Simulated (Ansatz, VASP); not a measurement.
BN in VASP and in Ansatz

Contents of INCAR:

```
  PREC = Accurate
  ENCUT = 520
  EDIFF = 1E-6
  ISMEAR = 0
  SIGMA = 0.02
  LREAL = F
  LASPH = T
  NELM = 100
  ALGO = Normal
  ISIF = 2
  LWAVE = F
  LCHARG = F
  GGA = PS
  IBRION = 2
  NSW = 60
  EDIFFG = -0.002
```

KPOINTS

```
regular mesh
0
Gamma
  9 9 6
```

File POSCAR:

```
BN
1.0
    2.5659661646      0.0000000000      0.0000000000
   -1.2829830823      2.2221918838      0.0000000000
    0.0000000000      0.0000000000      4.1975546887
B N
2 2
Direct
    0.3333333333      0.6666666667     -0.0003696468
    0.6666666667      0.3333333333      0.4996303532
    0.3333333333      0.6666666667      0.3743696468
    0.6666666667      0.3333333333      0.8743696468
```

Input for Ansatz:

```yaml
crystal:
  lattice:
    - [2.5659661646, 0.0, 0.0]
    - [-1.2829830823, 2.2221918838, 0.0]
    - [0.0, 0.0, 4.1975546887]
  atoms:
    - { symbol: B, position: [0.3333333333, 0.6666666667, -0.0003696468] }
    - { symbol: B, position: [0.6666666667, 0.3333333333, 0.4996303532] }
    - { symbol: "N", position: [0.3333333333, 0.6666666667, 0.3743696468] }
    - { symbol: "N", position: [0.6666666667, 0.3333333333, 0.8743696468] }
basis:
  ecutwfc: 420
kpoints:
  mp_grid: { grid: [9, 9, 6] }
hamiltonian:
  xc: pbesol
  pseudopotentials: { kind: paw, azcp: { folder: soft_1 } }
scf:
  occupations: { method: gaussian, width: 0.02 }
output:
  forces: true
  stress: true
  eigenvalues: true
relax:
  adjacent_minimum: "off"
  f_tol: 0.002
  max_steps: 40
```

Change from the starting cell: strained cell.

Alike in both runs: task relaxation of the atoms; functional PBEsol; k mesh 9 × 9 × 6; occupations gaussian, width 0.02 eV; no spin polarisation.

|  | VASP | Ansatz |
| --- | --- | --- |
| version | VASP 6.6.1 | Ansatz 0.2.0 |
| potentials or method | VASP PAW PBE potentials, release 64 (B, N), cutoff 520 eV | scalar-relativistic, plane waves, PAW |
| valence electrons in the cell | 16 | 16 |

|  | VASP | Ansatz | Ansatz less VASP |
| --- | --- | --- | --- |
| gap on the k mesh at the Fermi level, each at its own relaxed structure (eV) | 5.03 | 5.04 | +0.012 |

VASP's potentials were made for PBE, not for PBEsol, and Ansatz warns of the same on its side. Ansatz's warnings: stress scf threshold loose.

Noted on VASP's run: the relaxation stopped at its first step, so nothing moved.
